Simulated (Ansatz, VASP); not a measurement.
One calculation of Li2Se, two programs

```
Li Se
1.0
     0.00000    3.00250    3.00250
     3.00250    0.00000    3.00250
     3.00250    3.00250    0.00000
Li Se
2 1
Cartesian
  1.5012 1.5012 1.5012
  4.5037 4.5037 4.5037
  0.0000 0.0000 0.0000
```

Alike in both runs: task single point; functional PBE; k mesh 8 × 8 × 8; occupations gaussian, width 0.05 eV; no spin polarisation.

|  | VASP | Ansatz |
| --- | --- | --- |
| version | VASP 6.6.1 | Ansatz 0.2.0 |
| potentials or method | VASP PAW PBE potentials, release 64 (Li_sv, Se), cutoff 750 eV | scalar-relativistic, plane waves, PAW |
| valence electrons in the cell | 12 | 22 |

Ansatz gave:

| Quantity | Value |
| --- | --- |
| gap on the k mesh at the Fermi level (eV) | 2.98 |
| least direct gap on the mesh (eV) | 3.38 |
| pressure (GPa) | 0.0 |

Question: Which values does VASP return?

Answer: gap on the k mesh at the Fermi level (eV): 2.97; least direct gap on the mesh (eV): 3.38; pressure (GPa): 0.0.

VASP's potentials hold 12 valence electrons a cell and Ansatz's 22, so a difference there can come from the potentials and not from the codes.
